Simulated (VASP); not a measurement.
# EuS (Fm-3m) in VASP: a series of runs

The runs below take EuS through single point, with PBEsol+U.

Program: VASP 6.6.1. These are calculated values, not measurements. Logs are shortened: lines on timing, memory, paths and dates and some standing lists are left out, and cuts for length are marked.

## (1) The cell of the first run

Symmetry: Fm-3m, No. 225, cubic system. Conventional cell: a = 5.957 Å, b = 5.957 Å, c = 5.957 Å, α = 90.00°, β = 90.00°, γ = 90.00°. Within 3.9 Å of Eu (site symmetry m-3m) lie 6 S at 2.98 Å. Within 3.9 Å of S (site symmetry m-3m) lie 6 Eu at 2.98 Å.

## (2) Single point, PBEsol+U, collinear spin, ferromagnetic start

Contents of INCAR:

```
SYSTEM = EuS
PREC     = Accurate       ! precision mode
ENCUT    = 600            ! plane-wave cutoff, eV
EDIFF    = 1E-6           ! SCF threshold, eV
ISMEAR   = -1             ! smearing method
SIGMA    = 0.3            ! smearing width, eV
LREAL    = .FALSE.        ! projectors in reciprocal space
LASPH    = .TRUE.         ! aspherical terms in the spheres
NELM     = 200            ! most SCF steps
ALGO     = Normal         ! electronic algorithm
ISIF     = 2              ! what is computed and relaxed
LWAVE    = .FALSE.        ! write WAVECAR
LCHARG   = .FALSE.        ! write CHGCAR
ISPIN    = 2              ! spin polarisation
MAGMOM   = 4.9 0          ! initial moments
LORBIT   = 11             ! projections on sites
LMAXMIX  = 6              ! l up to which the mixer works
LDAU     = .TRUE.         ! DFT+U
LDAUTYPE = 2            
LDAUL    = 3 -1           ! shell
LDAUU    = 1.5 0          ! U, eV
LDAUJ    = 0 0          
LDAUPRINT= 1            
GGA      = PS             ! functional
NBANDS   = 22             ! bands
GGA_COMPAT= .FALSE.
```

Contents of KPOINTS:

```
Automatic mesh
0
G
  7 7 7
  0 0 0
```

Contents of POSCAR:

```
EuS
1.0
    0.0000000000      2.9785000000      2.9785000000
    2.9785000000      0.0000000000      2.9785000000
    2.9785000000      2.9785000000      0.0000000000
Eu S
1 1
Direct
    0.0000000000      0.0000000000      0.0000000000
    0.5000000000      0.5000000000      0.5000000000
```

Potentials or basis: VASP PAW PBE potentials, release 64 (Eu, S).

Started as:

```bash
cat potpaw_PBE.64/Eu/POTCAR potpaw_PBE.64/S/POTCAR > POTCAR
mpirun -np 1 vasp_std > vasp.out
```

OUTCAR:

```text
SYSTEM = EuS
   PREC = Accurate
   ENCUT = 600
   EDIFF = 1E-6
   ISMEAR = -1
   LREAL = .FALSE.
   LASPH = .TRUE.
   NELM = 200
   ISIF = 2
   ISPIN = 2
   LORBIT = 11
   GGA = PS

 ion  position               nearest neighbor table
   1  0.000  0.000  0.000-   2 2.98   2 2.98   2 2.98   2 2.98   2 2.98   2 2.98
   2  0.500  0.500  0.500-   1 2.98   1 2.98   1 2.98   1 2.98   1 2.98   1 2.98

  LATTYP: Found a face centered cubic cell.
 ALAT       =     5.9570000000

  Lattice vectors:

 A1 = (   0.0000000000,   2.9785000000,   2.9785000000)
 A2 = (   2.9785000000,   0.0000000000,   2.9785000000)
 A3 = (   2.9785000000,   2.9785000000,   0.0000000000)

Analysis of symmetry for initial positions (statically):
=====================================================================
 Subroutine PRICEL returns:
 Original cell was already a primitive cell.

 Routine SETGRP: Setting up the symmetry group for a
 face centered cubic supercell.

 Subroutine GETGRP returns: Found 48 space group operations
 (whereof 48 operations were pure point group operations)
 out of a pool of 48 trial point group operations.

The static configuration has the point symmetry O_h .

Analysis of symmetry for dynamics (positions and initial velocities):
=====================================================================
 Subroutine PRICEL returns:
 Original cell was already a primitive cell.

 Routine SETGRP: Setting up the symmetry group for a
 face centered cubic supercell.

 Subroutine GETGRP returns: Found 48 space group operations
 (whereof 48 operations were pure point group operations)
 out of a pool of 48 trial point group operations.

The dynamic configuration has the point symmetry O_h .

Analysis of structural, dynamic, and magnetic symmetry:
=====================================================================
 Subroutine PRICEL returns:
 Original cell was already a primitive cell.
[... 181 lines left out ...]
  o =  0.9481  v =  0.0000 -0.0000 -0.0000  0.0000  0.7306  0.3822  0.5659  0.0000  0.0000  0.0000  0.0000  0.0000  0.0000  0.0000      0.0000  0.0000  0.0000  0.0000  0.0000  0.0000  0.0000  0.0000  0.0000  0.0000  0.0000  0.0000  0.0000  0.0000
  o =  0.9481  v =  0.0000  0.0000 -0.0000 -0.0000  0.3021 -0.9241  0.2340  0.0000  0.0000  0.0000  0.0000  0.0000  0.0000  0.0000      0.0000  0.0000  0.0000  0.0000  0.0000  0.0000  0.0000  0.0000  0.0000  0.0000  0.0000  0.0000  0.0000  0.0000
  o =  0.9481  v =  0.6124  0.0000 -0.7906 -0.0000  0.0000 -0.0000 -0.0000  0.0000  0.0000  0.0000  0.0000  0.0000  0.0000  0.0000      0.0000  0.0000  0.0000  0.0000  0.0000  0.0000  0.0000  0.0000  0.0000  0.0000  0.0000  0.0000  0.0000  0.0000
  o =  0.9483  v =  0.0000 -1.0000 -0.0000  0.0000 -0.0000 -0.0000 -0.0000  0.0000  0.0000  0.0000  0.0000  0.0000  0.0000  0.0000      0.0000  0.0000  0.0000  0.0000  0.0000  0.0000  0.0000  0.0000  0.0000  0.0000  0.0000  0.0000  0.0000  0.0000

 number of electron      22.9999997 magnetization       6.8741579

 Free energy of the ion-electron system (eV)
  ---------------------------------------------------
  ext. energy  EPLUGINS =         0.00000000
  ---------------------------------------------------
  free energy    TOTEN  =       -20.40219070 eV

  energy without entropy =      -20.02703526  energy(sigma->0) =      -20.21461298

 E-fermi :   4.2211     XC(G=0):  -9.8410

 val. band max:        4.2096285005   @ k =   0.4286   0.2857   0.0000
 cond. band min:       4.3470733221   @ k =  -0.4286   0.4286   0.0000
 fundamental gap:      0.1374448216
 Fermi energy:         4.2210767789

 spin component 1

 k-point     1 :       0.0000    0.0000    0.0000
  band No.  band energies     occupation
      1     -37.3895      1.00000
      2     -16.0845      1.00000
      3     -16.0845      1.00000
      4     -16.0845      1.00000
      5      -9.2714      1.00000
      6       1.3226      0.99994
[... 489 lines left out ...]
     21      10.6913      0.00000
     22      12.0367      0.00000
 Fermi energy:         4.2210767789

 spin component 2

 k-point     1 :       0.0000    0.0000    0.0000
  band No.  band energies     occupation
      1     -34.3536      1.00000
      2     -13.8544      1.00000
      3     -13.8544      1.00000
      4     -13.8544      1.00000
      5      -9.2657      1.00000
      6       1.5945      0.99984
[... 489 lines left out ...]
     21      11.4749      0.00000
     22      12.9596      0.00000

------------------------ aborting loop because EDIFF is reached ----------------------------------------

  FORCE on cell =-STRESS in cart. coord.  units (eV):
  Direction    XX          YY          ZZ          XY          YZ          ZX
  --------------------------------------------------------------------------------------
  -------------------------------------------------------------------------------------
  Total       -1.7228104     -1.7228104     -1.7228104      0.0000000      0.0000000     -0.0000000
  in kB      -52.2306296    -52.2306296    -52.2306296      0.0000000      0.0000000     -0.0000000
  external PRESSURE =     -52.2306296 kB  Pullay stress =       0.0000000 kB

 VOLUME and BASIS-vectors are now :
 -----------------------------------------------------------------------------
  energy-cutoff  :      600.00
  volume of cell :       52.85
      direct lattice vectors                 reciprocal lattice vectors
     0.000000000  2.978500000  2.978500000    -0.167869733  0.167869733  0.167869733
     2.978500000  0.000000000  2.978500000     0.167869733 -0.167869733  0.167869733
     2.978500000  2.978500000  0.000000000     0.167869733  0.167869733 -0.167869733

 POSITION                                       TOTAL-FORCE (eV/Angst)
 -----------------------------------------------------------------------------------
      0.00000      0.00000      0.00000         0.000000      0.000000      0.000000
      2.97850      2.97850      2.97850        -0.000000      0.000000     -0.000000
 -----------------------------------------------------------------------------------
    total drift:                               -0.000000      0.000000      0.000000

  FREE ENERGIE OF THE ION-ELECTRON SYSTEM (eV)
  ---------------------------------------------------
  free  energy   TOTEN  =       -20.4021906958 eV

  energy  without entropy=      -20.0270352604  energy(sigma->0) =      -20.21461298

 total charge

# of ion       s       p       d       f       tot
--------------------------------------------------
    1        2.024   5.724   0.325   6.621  14.693
    2        1.311   2.401   0.000   0.000   3.712
--------------------------------------------------
tot          3.335   8.125   0.325   6.621  18.405

 magnetization (x)

# of ion       s       p       d       f       tot
--------------------------------------------------
    1       -0.012  -0.101   0.079   6.592   6.558
    2       -0.006  -0.058   0.000   0.000  -0.064
--------------------------------------------------
tot         -0.018  -0.159   0.079   6.592   6.494
```

OSZICAR:

```text
N       E                     dE             d eps       ncg     rms          rms(c)
DAV:   1     0.146280121582E+03    0.14628E+03   -0.91926E+03  2472   0.461E+03
DAV:   2     0.748098014209E+01   -0.13880E+03   -0.12368E+03  2418   0.384E+02
DAV:   3    -0.139070927014E+02   -0.21388E+02   -0.20726E+02  2546   0.112E+02
DAV:   4    -0.162900155724E+02   -0.23829E+01   -0.23591E+01  3334   0.260E+01
DAV:   5    -0.163936470024E+02   -0.10363E+00   -0.10353E+00  2844   0.731E+00    0.351E+01
DAV:   6    -0.221041383743E+02   -0.57105E+01   -0.49470E+00  2376   0.458E+01    0.198E+01
DAV:   7    -0.204775117803E+02    0.16266E+01   -0.49963E+00  2482   0.670E+01    0.134E+01
DAV:   8    -0.204079706915E+02    0.69541E-01   -0.93809E-01  2540   0.196E+01    0.801E+00
DAV:   9    -0.204155279810E+02   -0.75573E-02   -0.29673E-01  2938   0.103E+01    0.616E+00
DAV:  10    -0.204035415305E+02    0.11986E-01   -0.33105E-02  3052   0.305E+00    0.175E+00
DAV:  11    -0.204023176922E+02    0.12238E-02   -0.47045E-03  3142   0.105E+00    0.657E-01
DAV:  12    -0.204021380016E+02    0.17969E-03   -0.12113E-03  2936   0.575E-01    0.377E-01
DAV:  13    -0.204021819093E+02   -0.43908E-04   -0.21076E-04  3296   0.143E-01    0.277E-01
DAV:  14    -0.204021856014E+02   -0.36921E-05   -0.35001E-05  2794   0.615E-02    0.762E-02
DAV:  15    -0.204021910910E+02   -0.54896E-05   -0.14595E-05  2904   0.667E-02    0.360E-02
DAV:  16    -0.204021906958E+02    0.39520E-06   -0.14443E-06  2094   0.187E-02
   1 F= -.20402191E+02 E0= -.20214613E+02  d E =-.375155E+00  mag=     6.8743
```

stdout:

```text
POSCAR found type information on POSCAR EuS
 POSCAR found :  2 types and       2 ions
 scaLAPACK will be used
 -----------------------------------------------------------------------------
|                                                                             |
|                                                                             |
|     You enforced a specific xc type in the INCAR file but a different       |
|     I HOPE YOU KNOW WHAT YOU ARE DOING!                                     |
|                                                                             |
 -----------------------------------------------------------------------------

 LDA part: xc-table for (Slater+PW92), standard interpolation
 POSCAR, INCAR and KPOINTS ok, starting setup
 FFT: planning ... GRIDC
 FFT: planning ... GRID_SOFT
 FFT: planning ... GRID
 WAVECAR not read
 entering main loop
```

Wall time 94 s (1 thread of AMD EPYC 7R43 (Zen 3), shared host); peak memory 0.24 GiB.

What came out:

| Item | Value |
| --- | --- |
| Free energy | -20.4022 eV |
| Pressure | -5.2 GPa |
| Net moment | 6.87 μB per cell |
| Site moments | Eu +6.56; S -0.06 μB |
| Valence electrons inside the program's atomic spheres | Eu 14.69; S 3.71 |

Eigenvalues of the final occupation matrices:
```
    site  spin  trace                         eigenvalues
site 1 f     1   6.61  0.94 0.94 0.94 0.95 0.95 0.95 0.95
site 1 f     2   0.02  0.00 0.00 0.00 0.00 0.00 0.00 0.00
```

Caveat: the cell stands under tension; so wide a smearing shifts energies and pressures; the PAW data sets were made with another functional, which shifts forces and pressure a little; spin-orbit coupling is left out, which moves the levels of the heavy elements; a cell with one magnetic atom can't hold antiferromagnetic order, which such compounds often take. The state reached can hang on the start; a lower one may exist.

## (3) Single point, PBEsol+U, collinear spin, ferromagnetic start

Contents of INCAR:

```
SYSTEM = EuS
PREC = Accurate ; ENCUT = 600
EDIFF = 1E-6 ; ISMEAR = -1
SIGMA = 0.3 ; LREAL = .FALSE.
LASPH = .TRUE. ; NELM = 200
ALGO = Normal ; ISIF = 2
LWAVE = .FALSE. ; LCHARG = .FALSE.
ISPIN = 2 ; MAGMOM = 4.9 0
LORBIT = 11 ; LMAXMIX = 6
LDAU = .TRUE. ; LDAUTYPE = 2
LDAUL = 3 -1 ; LDAUU = 3 0
LDAUJ = 0 0 ; LDAUPRINT = 1
GGA = PS ; NBANDS = 22
GGA_COMPAT = .FALSE.
```

KPOINTS is that of step 2.

POSCAR is that of step 2.

Potentials or basis: VASP PAW PBE potentials, release 64 (Eu, S).

Started as:

```bash
cat potpaw_PBE.64/Eu/POTCAR potpaw_PBE.64/S/POTCAR > POTCAR
mpirun -np 1 vasp_std > vasp.out
```

OUTCAR:

```text
SYSTEM = EuS
   PREC = Accurate
   ENCUT = 600
   EDIFF = 1E-6
   ISMEAR = -1
   LREAL = .FALSE.
   LASPH = .TRUE.
   NELM = 200
   ISIF = 2
   ISPIN = 2
   LORBIT = 11
   GGA = PS

 ion  position               nearest neighbor table
   1  0.000  0.000  0.000-   2 2.98   2 2.98   2 2.98   2 2.98   2 2.98   2 2.98
   2  0.500  0.500  0.500-   1 2.98   1 2.98   1 2.98   1 2.98   1 2.98   1 2.98

  LATTYP: Found a face centered cubic cell.
 ALAT       =     5.9570000000

  Lattice vectors:

 A1 = (   0.0000000000,   2.9785000000,   2.9785000000)
 A2 = (   2.9785000000,   0.0000000000,   2.9785000000)
 A3 = (   2.9785000000,   2.9785000000,   0.0000000000)

Analysis of symmetry for initial positions (statically):
=====================================================================
 Subroutine PRICEL returns:
 Original cell was already a primitive cell.

 Routine SETGRP: Setting up the symmetry group for a
 face centered cubic supercell.

 Subroutine GETGRP returns: Found 48 space group operations
 (whereof 48 operations were pure point group operations)
 out of a pool of 48 trial point group operations.

The static configuration has the point symmetry O_h .

Analysis of symmetry for dynamics (positions and initial velocities):
=====================================================================
 Subroutine PRICEL returns:
 Original cell was already a primitive cell.

 Routine SETGRP: Setting up the symmetry group for a
 face centered cubic supercell.

 Subroutine GETGRP returns: Found 48 space group operations
 (whereof 48 operations were pure point group operations)
 out of a pool of 48 trial point group operations.

The dynamic configuration has the point symmetry O_h .

Analysis of structural, dynamic, and magnetic symmetry:
[... 188 lines left out ...]

 number of electron      22.9999997 magnetization       6.9151536

 Free energy of the ion-electron system (eV)
  ---------------------------------------------------
  ext. energy  EPLUGINS =         0.00000000
  ---------------------------------------------------
  free energy    TOTEN  =       -20.13799844 eV

  energy without entropy =      -19.84055154  energy(sigma->0) =      -19.98927499

 E-fermi :   4.0879     XC(G=0):  -9.8194

 val. band max:        3.9983195020   @ k =  -0.4286   0.4286   0.0000
 cond. band min:       4.2197925790   @ k =   0.4286   0.2857   0.0000
 fundamental gap:      0.2214730770
 Fermi energy:         4.0878745088

 spin component 1

 k-point     1 :       0.0000    0.0000    0.0000
  band No.  band energies     occupation
      1     -37.1322      1.00000
      2     -15.8814      1.00000
      3     -15.8814      1.00000
      4     -15.8814      1.00000
      5      -9.2711      1.00000
      6       1.2672      0.99992
[... 489 lines left out ...]
     21      10.7550      0.00000
     22      12.0850      0.00000
 Fermi energy:         4.0878745088

 spin component 2

 k-point     1 :       0.0000    0.0000    0.0000
  band No.  band energies     occupation
      1     -34.0733      1.00000
      2     -13.6359      1.00000
      3     -13.6359      1.00000
      4     -13.6359      1.00000
      5      -9.2688      1.00000
      6       1.6096      0.99974
[... 489 lines left out ...]
     21      11.5728      0.00000
     22      13.0940      0.00000

------------------------ aborting loop because EDIFF is reached ----------------------------------------

  FORCE on cell =-STRESS in cart. coord.  units (eV):
  Direction    XX          YY          ZZ          XY          YZ          ZX
  --------------------------------------------------------------------------------------
  -------------------------------------------------------------------------------------
  Total       -1.3985289     -1.3985289     -1.3985289      0.0000000     -0.0000000      0.0000000
  in kB      -42.3993508    -42.3993508    -42.3993508      0.0000000     -0.0000000      0.0000000
  external PRESSURE =     -42.3993508 kB  Pullay stress =       0.0000000 kB

 VOLUME and BASIS-vectors are now :
 -----------------------------------------------------------------------------
  energy-cutoff  :      600.00
  volume of cell :       52.85
      direct lattice vectors                 reciprocal lattice vectors
     0.000000000  2.978500000  2.978500000    -0.167869733  0.167869733  0.167869733
     2.978500000  0.000000000  2.978500000     0.167869733 -0.167869733  0.167869733
     2.978500000  2.978500000  0.000000000     0.167869733  0.167869733 -0.167869733

 POSITION                                       TOTAL-FORCE (eV/Angst)
 -----------------------------------------------------------------------------------
      0.00000      0.00000      0.00000         0.000000      0.000000      0.000000
      2.97850      2.97850      2.97850        -0.000000     -0.000000     -0.000000
 -----------------------------------------------------------------------------------
    total drift:                               -0.000000      0.000000      0.000000

  FREE ENERGIE OF THE ION-ELECTRON SYSTEM (eV)
  ---------------------------------------------------
  free  energy   TOTEN  =       -20.1379984443 eV

  energy  without entropy=      -19.8405515369  energy(sigma->0) =      -19.98927499

 total charge

# of ion       s       p       d       f       tot
--------------------------------------------------
    1        2.024   5.733   0.303   6.678  14.738
    2        1.311   2.407   0.000   0.000   3.718
--------------------------------------------------
tot          3.335   8.140   0.303   6.678  18.456

 magnetization (x)

# of ion       s       p       d       f       tot
--------------------------------------------------
    1       -0.012  -0.103   0.071   6.654   6.610
    2       -0.006  -0.059   0.000   0.000  -0.065
--------------------------------------------------
tot         -0.018  -0.162   0.071   6.654   6.544
```

stdout:

```text
POSCAR found type information on POSCAR EuS
 POSCAR found :  2 types and       2 ions
 scaLAPACK will be used
 -----------------------------------------------------------------------------
|                                                                             |
|                                                                             |
|     You enforced a specific xc type in the INCAR file but a different       |
|     I HOPE YOU KNOW WHAT YOU ARE DOING!                                     |
|                                                                             |
 -----------------------------------------------------------------------------

 LDA part: xc-table for (Slater+PW92), standard interpolation
 POSCAR, INCAR and KPOINTS ok, starting setup
 FFT: planning ... GRIDC
 FFT: planning ... GRID_SOFT
 FFT: planning ... GRID
 WAVECAR not read
 entering main loop
```

Wall time 88 s (1 thread of AMD EPYC 7R43 (Zen 3), shared host); peak memory 0.23 GiB.

What came out:

```yaml
Free_energy: -20.1380 eV
Pressure: -4.2 GPa
Net_moment: 6.92 μB per cell
Site_moments: Eu +6.61; S -0.07 μB
Valence_electrons_inside_the_program's_atomic_spheres: Eu 14.74; S 3.72
```

Levels at points of the mesh, in eV from the Fermi level:
Spin up:
```
           k point  band 13  band 14  band 15  band 16  band 17  band 18
(0.00, 0.00, 0.00)    -0.67    -0.67    -0.67     0.82     1.15     1.15
```
Spin down:
```
           k point  band 6  band 7  band 8  band 9  band 10  band 11
(0.00, 0.00, 0.00)   -2.48   -2.48   -2.48    1.32     1.83     1.83
```

Eigenvalues of the final occupation matrices:
| site | spin | trace | eigenvalues |
| --- | --- | --- | --- |
| site 1 f | 1 | 6.67 | 0.95 0.95 0.95 0.96 0.96 0.96 0.96 |
| site 1 f | 2 | 0.01 | 0.00 0.00 0.00 0.00 0.00 0.00 0.00 |

Caveat: the cell stands under tension; so wide a smearing shifts energies and pressures; the PAW data sets were made with another functional, which shifts forces and pressure a little; spin-orbit coupling is left out, which moves the levels of the heavy elements; a cell with one magnetic atom can't hold antiferromagnetic order, which such compounds often take. The state reached can hang on the start; a lower one may exist.

[end of part 1 of 2]
